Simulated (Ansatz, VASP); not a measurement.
# Two plane-wave programs on AlAs

```
Al As
1.0
     0.00000    2.83790    2.83790
     2.83790    0.00000    2.83790
     2.83790    2.83790    0.00000
Al As
1 1
Direct
  0.00000 0.00000 0.00000
  0.25000 0.25000 0.25000
```

Alike in both runs: functional PBEsol; k mesh 8 × 8 × 8; occupations gaussian, width 0.02 eV; no spin polarisation.

Ansatz relaxed the structure, and its values are those at the end. VASP's run is a single point on that final structure, the one shown.

```csv
,VASP,Ansatz
version,VASP 6.6.1,Ansatz 0.2.0
potentials or method,"VASP PAW PBE potentials, release 64 (Al, As), cutoff 500 eV","scalar-relativistic, plane waves, PAW"
valence electrons in the cell,8,18
```

Ansatz gave:

```
gap on the k mesh at the Fermi level (eV) : 1.34
least direct gap on the mesh (eV)         : 1.90
pressure (GPa)                            : 0.0
```

**Question.** Which values does VASP return?

**Answer.** gap on the k mesh at the Fermi level (eV): 1.33; least direct gap on the mesh (eV): 1.92; pressure (GPa): 0.2.

VASP's potentials were made for PBE, not for PBEsol. VASP's potentials hold 8 valence electrons a cell and Ansatz's 18, so a difference there can come from the potentials and not from the codes.
